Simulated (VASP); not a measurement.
Input of a VASP 6.6.1 run:

File INCAR:

```
SYSTEM = SnTe
PREC = Accurate
ENCUT = 520
EDIFF = 1E-6
ISMEAR = 0
SIGMA = 0.03
LREAL = .FALSE.
LASPH = .TRUE.
NELM = 60
ALGO = Normal
ISIF = 2
LWAVE = .FALSE.
LCHARG = .TRUE.
GGA = CA
LELF = .TRUE.
LVHAR = .TRUE.
NBANDS = 17
```

The input KPOINTS:

```
Automatic mesh
0
G
  10 10 10
  0 0 0
```

POSCAR

```
SnTe
1.0
    0.0000000000      3.0822275710      3.1912212004
    3.0822275710      0.0000000000      3.1912212004
    3.0822275710      3.0822275710      0.0000000000
Sn Te
1 1
Direct
    0.0000000000      0.0000000000      0.0000000000
    0.5000000000      0.5000000000      0.5000000000
```

Potentials or basis: VASP PAW LDA potentials, release 64 (Sn_d, Te).

The run is started by

```sh
$ cat potpaw_LDA.64/Sn_d/POTCAR potpaw_LDA.64/Te/POTCAR > POTCAR
$ mpirun -np 1 vasp_std > vasp.out
```

Q: Predict the pressure.

A: 0.2 GPa.

Q: Predict the band gap on the k mesh.

A: 0.29 eV.

Stress tensor (GPa, compression positive):
```
 1.73  0.00  0.00
 0.00  1.73  0.00
 0.00  0.00 -2.91
```

Caveat: semilocal functionals underestimate gaps, and a narrow one can read as zero; spin-orbit coupling is left out, which moves the levels of the heavy elements. A k mesh can miss the band edges.
